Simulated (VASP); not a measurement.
Set up this calculation in VASP 6.6.1, as the native input.

```
Task                   : relaxation of cell and atoms
Functional             : PBE
Potentials or basis    : VASP PAW PBE potentials, release 64 (Re)
Cutoff                 : 600 eV
k mesh                 : 18 × 18 × 11
Occupations            : gaussian, width 0.05 eV
Spin                   : no spin polarisation
Dipole correction      : no
Further INCAR settings : ALGO = Normal; EDIFF = 1e-06; IBRION = 2; EDIFFG = -0.01; NSW = 80; ISIF = 3
```

The structure of Re lies in POSCAR:

```
Re
1.0
    2.7610000000      0.0000000000      0.0000000000
   -1.3805000000      2.3910961398      0.0000000000
    0.0000000000      0.0000000000      4.4560000000
Re
2
Direct
    0.3333333333      0.6666666667      0.2500000000
    0.6666666667      0.3333333333      0.7500000000
```

These files were run (other wordings do the same):

INCAR

```
SYSTEM = Re
PREC     = Accurate       ! precision mode
ENCUT    = 600            ! plane-wave cutoff, eV
EDIFF    = 1E-6           ! SCF threshold, eV
ISMEAR   = 0              ! smearing method
SIGMA    = 0.05           ! smearing width, eV
LREAL    = .FALSE.        ! projectors in reciprocal space
LASPH    = .TRUE.         ! aspherical terms in the spheres
NELM     = 80             ! most SCF steps
ALGO     = Normal         ! electronic algorithm
ISIF     = 3              ! what is computed and relaxed
LWAVE    = .FALSE.        ! write WAVECAR
LCHARG   = .FALSE.        ! write CHGCAR
GGA      = PE             ! functional
IBRION   = 2              ! ionic algorithm
NSW      = 80             ! ionic steps
EDIFFG   = -0.01          ! ionic threshold
```

KPOINTS

```
Automatic mesh
0
G
  18 18 11
  0 0 0
```

Potentials or basis: VASP PAW PBE potentials, release 64 (Re).

Run with:

```bash
$ cat potpaw_PBE.64/Re/POTCAR > POTCAR
$ mpirun -np 1 vasp_std > vasp.out
```

It gave:

```json
{
 "Relaxed volume": "14.93 Å³/atom",
 "Relaxed cell": "a = 2.775 Å, b = 2.775 Å, c = 4.479 Å, α = 90.00°, β = 90.00°, γ = 120.00°",
 "Space group after relaxing (to 0.05 Å)": "P6_3/mmc (No. 194)",
 "Energy gained by relaxing": "3.4 meV/atom",
 "Ionic steps": "4",
 "Pressure after relaxing": "-0.1 GPa",
 "Band gap on the k mesh": "zero (band 7 reaches 9.33 eV, above the bottom of band 8 at 6.11 eV)"
}
```

Caveat: spin-orbit coupling is left out, which moves the levels of the heavy elements.

It took 5.5 min on 1 thread of Oxide Virtual Turin-like Processor, with other jobs on the host, peak memory 0.2 GiB.
